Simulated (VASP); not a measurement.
Here is a VASP 6.6.1 calculation.

The input INCAR:

```
SYSTEM = Rb
PREC = Accurate
ENCUT = 520
EDIFF = 1E-7
ISMEAR = 0
SIGMA = 0.15
LREAL = .FALSE.
LASPH = .TRUE.
NELM = 100
ALGO = Fast
ISIF = 2
LWAVE = .FALSE.
LCHARG = .TRUE.
GGA = PS
LELF = .TRUE.
LVHAR = .TRUE.
NBANDS = 10
```

The input KPOINTS:

```
Automatic mesh
0
G
  12 12 12
  0 0 0
```

POSCAR

```
Rb
1.0
   -2.5815200000      2.5815200000      2.9182400000
    2.5815200000     -2.5815200000      2.9182400000
    2.5815200000      2.5815200000     -2.9182400000
Rb
1
Direct
    0.0000000000      0.0000000000      0.0000000000
```

Potentials or basis: VASP PAW PBE potentials, release 64 (Rb_sv).

Command:

```bash
$ cat potpaw_PBE.64/Rb_sv/POTCAR > POTCAR
$ mpirun -np 1 vasp_std > vasp.out
```

Question: Estimate the pressure.

Answer: 0.4 GPa.

Caveat: the cell differs from its parent crystal (strain -0.080 along x and y, +0.040 along z); the PAW data sets were made with another functional, which shifts forces and pressure a little.
